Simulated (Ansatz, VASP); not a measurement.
**TiSi16 in VASP and in Ansatz**

```
CELL_PARAMETERS angstrom
0.00000 5.43000 5.43000
5.43000 0.00000 5.43000
5.43000 5.43000 0.00000
ATOMIC_POSITIONS crystal
Si 0.99199 0.00021 0.99994
Si 0.12479 0.12510 0.12486
Si 0.99195 0.00016 0.50746
Si 0.11405 0.13220 0.62664
Si 0.99197 0.50770 0.99989
Si 0.11406 0.62692 0.13190
Si 0.99203 0.50266 0.50235
Si 0.11406 0.62685 0.62659
Si 0.48663 0.00449 0.00434
Si 0.61037 0.12404 0.12369
Si 0.48801 0.99882 0.50642
Si 0.61041 0.12379 0.64165
Si 0.48801 0.50670 0.99846
Si 0.61040 0.64182 0.12354
Si 0.48803 0.50650 0.50629
Si 0.62208 0.62598 0.62563
Ti 0.73830 0.25392 0.25372
```

Alike in both runs: functional PBE; k mesh 2 × 2 × 2; occupations fermi-dirac, width 0.02 eV; no spin polarisation.

Ansatz relaxed the structure, and its values are those at the end. VASP's run is a single point on that final structure, the one shown.

```csv
,VASP,Ansatz
version,VASP 6.6.1,Ansatz 0.2.0
potentials or method,"VASP PAW PBE potentials, release 64 (Si, Ti_sv), cutoff 520 eV","scalar-relativistic, plane waves, PAW"
valence electrons in the cell,76,76
```

VASP gave:

| Item | Value |
| --- | --- |
| rms of the force components (eV/Å) | 0.016 |

**Question.** Estimate Ansatz's values.

**Answer.** rms of the force components (eV/Å): 0.017.

The k mesh is coarse, so the values compare programs but aren't converged.
